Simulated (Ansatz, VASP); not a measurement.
**Two plane-wave programs on Al5P2**

```
CELL_PARAMETERS angstrom
8.17635 0.00000 0.00000
-4.08817 7.08092 0.00000
0.00000 0.00000 5.07016
ATOMIC_POSITIONS crystal
Al 0.33333 0.66667 0.00000
Al 0.66667 0.33333 0.00000
Al 0.50000 0.00000 0.50000
Al 0.00000 0.50000 0.50000
Al 0.50000 0.50000 0.50000
P 0.33333 0.66667 0.50000
P 0.66667 0.33333 0.50000
```

Alike in both runs: functional PBE; k mesh 3 × 3 × 4; occupations gaussian, width 0.2 eV; no spin polarisation.

Ansatz relaxed the structure, and its values are those at the end. VASP's run is a single point on that final structure, the one shown.

|  | VASP | Ansatz |
| --- | --- | --- |
| version | VASP 6.6.1 | Ansatz 0.2.0 |
| potentials or method | VASP PAW PBE potentials, release 64 (Al, P), cutoff 500 eV | scalar-relativistic, plane waves, PAW |
| valence electrons in the cell | 25 | 25 |

|  | VASP | Ansatz | Ansatz less VASP |
| --- | --- | --- | --- |
| gap on the k mesh at the Fermi level (eV) | none | none | - |
| pressure (GPa) | 0.5 | 0.5 | +0.03 |

A gap of «none» marks a metal or a gap that the smearing closes.
